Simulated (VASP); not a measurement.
Wanted: the native input for a VASP 6.6.1 run.

```
Task                   : single point
Functional             : PBE
Potentials or basis    : VASP PAW PBE potentials, release 64 (Mg, S)
Cutoff                 : 600 eV
k mesh                 : 3 × 3 × 3
Occupations            : gaussian, width 0.01 eV
Spin                   : no spin polarisation
Dipole correction      : no
Further INCAR settings : ALGO = Normal; EDIFF = 1e-06; NBANDS = 11
```

The structure of MgS lies in POSCAR:

```
MgS
1.0
    0.0000000000      2.5273321600      2.5273321600
    2.5273321600      0.0000000000      2.5273321600
    2.5273321600      2.5273321600      0.0000000000
Mg S
1 1
Direct
    0.0000000000      0.0000000000      0.0000000000
    0.5000000000      0.5000000000      0.5000000000
```

These files were run (other wordings do the same):

INCAR

```
SYSTEM = MgS
ALGO     = Normal         ! electronic algorithm
EDIFF    = 1E-6           ! SCF threshold, eV
ENCUT    = 600            ! plane-wave cutoff, eV
GGA      = PE             ! functional
GGA_COMPAT= .False.      
ISIF     = 2              ! what is computed and relaxed
ISMEAR   = 0              ! smearing method
LASPH    = .True.         ! aspherical terms in the spheres
LCHARG   = .False.        ! write CHGCAR
LREAL    = .False.        ! projectors in reciprocal space
LWAVE    = .False.        ! write WAVECAR
NBANDS   = 11             ! bands
NELM     = 120            ! most SCF steps
PREC     = Accurate       ! precision mode
SIGMA    = 0.01           ! smearing width, eV
```

KPOINTS

```
k-points
0
Gamma
  3 3 3
  0 0 0
```

Potentials or basis: VASP PAW PBE potentials, release 64 (Mg, S).

Command:

```bash
$ cat potpaw_PBE.64/Mg/POTCAR potpaw_PBE.64/S/POTCAR > POTCAR
$ mpirun -np 1 vasp_std > vasp.out
```

Results of the run:

```
Pressure               : 11.0 GPa
Band gap on the k mesh : 4.03 eV, indirect (least direct gap 4.40 eV)
```

Caveat: the k points lie up to 0.72 Å⁻¹ apart.

Wall time 5.1 s on 1 thread of Intel(R) Xeon(R) Platinum 8259CL CPU @ 2.50GHz (Skylake/Cascade Lake), with other jobs on the host, peak memory 0.16 GiB.
